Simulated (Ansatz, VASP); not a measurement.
TiO: VASP beside Ansatz

Contents of INCAR:

```
SYSTEM = TiO
PREC     = Accurate       ! precision mode
ENCUT    = 520            ! plane-wave cutoff, eV
EDIFF    = 1E-7           ! SCF threshold, eV
ISMEAR   = 0              ! smearing method
SIGMA    = 0.4            ! smearing width, eV
LREAL    = .False.        ! projectors in reciprocal space
LASPH    = .True.         ! aspherical terms in the spheres
NELM     = 80             ! most SCF steps
ALGO     = Normal         ! electronic algorithm
ISIF     = 2              ! what is computed and relaxed
LWAVE    = .False.        ! write WAVECAR
LCHARG   = .False.        ! write CHGCAR
GGA      = PS             ! functional
NBANDS   = 36             ! bands
```

The input KPOINTS:

```
regular mesh
0
Gamma
  6 6 6
  0 0 0
```

File POSCAR:

```
TiO
1.0
    4.9890877720      0.0000000000      0.0000000000
   -2.4945438860      4.3206767523      0.0000000000
    0.0000000000      0.0000000000      2.8733134400
Ti O
3 3
Direct
    0.6666666667      0.3333333333      0.5000000000
    0.3333333333      0.6666666667      0.5000000000
    0.0000000000      0.0000000000      0.0000000000
    0.6055592400      0.6055592400      0.0000000000
    0.3944407600      0.0000000000      0.0000000000
    0.0000000000      0.3944407600      0.0000000000
```

Input for Ansatz:

```yaml
crystal:
  lattice:
    - [4.989087772, 0.0, 0.0]
    - [-2.494543886, 4.3206767523, 0.0]
    - [0.0, 0.0, 2.87331344]
  atoms:
    - { symbol: Ti, position: [0.6666666667, 0.3333333333, 0.5] }
    - { symbol: Ti, position: [0.3333333333, 0.6666666667, 0.5] }
    - { symbol: Ti, position: [0.0, 0.0, 0.0] }
    - { symbol: O, position: [0.60555924, 0.60555924, 0.0] }
    - { symbol: O, position: [0.39444076, 0.0, 0.0] }
    - { symbol: O, position: [0.0, 0.39444076, 0.0] }
basis:
  ecutwfc: 420
kpoints:
  mp_grid: { grid: [6, 6, 6] }
hamiltonian:
  xc: pbesol
scf:
  occupations: { method: gaussian, width: 0.4 }
output:
  forces: true
  stress: true
  eigenvalues: true
```

Alike in both runs: task single point; functional PBEsol; k mesh 6 × 6 × 6; occupations gaussian, width 0.4 eV; no spin polarisation.

|  | VASP | Ansatz |
| --- | --- | --- |
| version | VASP 6.6.1 | Ansatz 0.2.0 |
| potentials or method | VASP PAW PBE potentials, release 64 (Ti_sv, O), cutoff 520 eV | scalar-relativistic, plane waves, PAW |
| valence electrons in the cell | 54 | 54 |

```tsv
	VASP	Ansatz	Ansatz less VASP
gap on the k mesh at the Fermi level (eV)	none	none	-
pressure (GPa)	-4.8	-5.5	-0.71
traceless stress, the component that is largest in VASP (GPa)	-0.78	-0.73	+0.052
rms of the force components (eV/Å)	0.012	0.017	+0.0046
```

VASP's potentials were made for PBE, not for PBEsol. Atom by atom the forces differ by 0.005 eV/Å (rms over components). A gap of «none» marks a metal or a gap that the smearing closes.

The k mesh is coarse, so the values compare programs but aren't converged.
